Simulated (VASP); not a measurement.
Set up this calculation in VASP 6.6.1, as the native input.

| Item | Value |
| --- | --- |
| Task | single point |
| Functional | PBE |
| Potentials or basis | VASP PAW PBE potentials, release 64 (Ga_d, N) |
| Cutoff | 520 eV |
| k mesh | 12 × 12 × 6 |
| Occupations | gaussian, width 0.05 eV |
| Spin | no spin polarisation |
| Dipole correction | no |
| Further INCAR settings | ALGO = Normal; EDIFF = 1e-06; NBANDS = 26 |

The structure of GaN lies in POSCAR:

```
GaN
1.0
    3.1218760445      0.0000000000      0.0000000000
   -1.5609380223      2.7036239620      0.0000000000
    0.0000000000      0.0000000000      5.0857395182
Ga N
2 2
Direct
    0.3333333333      0.6666666667      0.9991316867
    0.6666666667      0.3333333333      0.4991316867
    0.3333333333      0.6666666667      0.3758683133
    0.6666666667      0.3333333333      0.8758683133
```

This cell differs from its parent crystal: strain -0.030 along x and y, -0.030 along z.

The input as run:

INCAR

```
SYSTEM = GaN
ALGO = Normal
EDIFF = 1E-6
ENCUT = 520
GGA = PE
ISIF = 2
ISMEAR = 0
LASPH = .TRUE.
LCHARG = .FALSE.
LREAL = .FALSE.
LWAVE = .FALSE.
NBANDS = 26
NELM = 60
PREC = Accurate
SIGMA = 0.05
```

KPOINTS

```
k-points
0
G
  12 12 6
  0 0 0
```

Potentials or basis: VASP PAW PBE potentials, release 64 (Ga_d, N).

Launch:

```bash
$ cat potpaw_PBE.64/Ga_d/POTCAR potpaw_PBE.64/N/POTCAR > POTCAR
$ mpirun -np 1 vasp_std > vasp.out
```

It gave:

```yaml
Pressure: 19.2 GPa
Largest_force: 0.020 eV/Å
Band_gap_on_the_k_mesh: 2.33 eV
```

Caveat: the cell differs from its parent crystal (strain -0.030 along x and y, -0.030 along z); the cell stands under pressure.

Wall time 84 s on 1 thread of Intel(R) Xeon(R) Platinum 8375C CPU @ 2.90GHz (Ice Lake) (shared host), peak memory 0.2 GiB.
